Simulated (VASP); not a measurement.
A run of VASP 6.6.1 is set up as follows.

File INCAR:

```
SYSTEM = Pb
  ALGO = Normal
  EDIFF = 1E-6
  ENCUT = 520
  GGA = PE
  GGA_COMPAT = .FALSE.
  ISIF = 2
  ISMEAR = -1
  LASPH = .TRUE.
  LCHARG = .FALSE.
  LNONCOLLINEAR = .TRUE.
  LORBIT = 11
  LORBMOM = .TRUE.
  LREAL = .FALSE.
  LSORBIT = .TRUE.
  LWAVE = .FALSE.
  MAGMOM = 0 0 0
  NBANDS = 25
  NELM = 150
  PREC = Accurate
  SIGMA = 0.05
```

The input KPOINTS:

```
k-points
0
G
  13 13 13
  0 0 0
```

POSCAR

```
Pb
1.0
    3.2647397550      0.0000000000      0.0000000000
    0.0000000000      3.2647397550      0.0000000000
    0.0000000000      0.0000000000      3.2647397550
Pb
1
Direct
    0.0000000000      0.0000000000      0.0000000000
```

Potentials or basis: VASP PAW PBE potentials, release 64 (Pb_d).

Launch:

```sh
$ cat potpaw_PBE.64/Pb_d/POTCAR > POTCAR
$ mpirun -np 1 vasp_ncl > vasp.out
```

(1) Estimate the net moment.

(2) Predict the pressure.

Answers

(1) 0.00 μB per cell.

(2) 0.0 GPa.
